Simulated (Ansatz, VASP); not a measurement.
C in VASP and in Ansatz

```
CELL_PARAMETERS angstrom
-0.12944 -0.00363 3.66645
4.33151 0.15416 -0.15847
-2.03487 3.52256 0.07371
ATOMIC_POSITIONS crystal
C 0.52441 0.62781 0.18234
C 0.23186 0.68180 0.47527
C 0.84593 0.51300 0.31425
C 0.44301 0.32120 0.79095
C 0.77621 0.49591 0.67586
C 0.15400 0.36758 0.56729
C 0.67633 0.85921 0.00190
C 0.34024 0.00043 0.84731
C 0.00801 0.13306 0.14482
```

Change from the starting cell: cell x1, atoms moved at random (sigma 0.15 Å) and cell strained at random (1.5 %), then relaxed without symmetry.

Alike in both runs: functional PBE; k mesh 6 × 6 × 6; occupations gaussian, width 0.2 eV; no spin polarisation.

Ansatz relaxed the structure, and its values are those at the end. VASP's run is a single point on that final structure, the one shown.

```csv
,VASP,Ansatz
version,VASP 6.6.1,Ansatz 0.2.0
potentials or method,"VASP PAW PBE potentials, release 64 (C), cutoff 520 eV","scalar-relativistic, plane waves, PAW"
valence electrons in the cell,36,36
```

|  | VASP | Ansatz | Ansatz less VASP |
| --- | --- | --- | --- |
| gap on the k mesh at the Fermi level (eV) | 3.48 | 3.48 | +0.005 |
| least direct gap on the mesh (eV) | 4.39 | 4.39 | +0.007 |
| pressure (GPa) | 0.6 | 0.0 | -0.56 |
| rms of the force components (eV/Å) | 0.019 | 0.008 | -0.0107 |
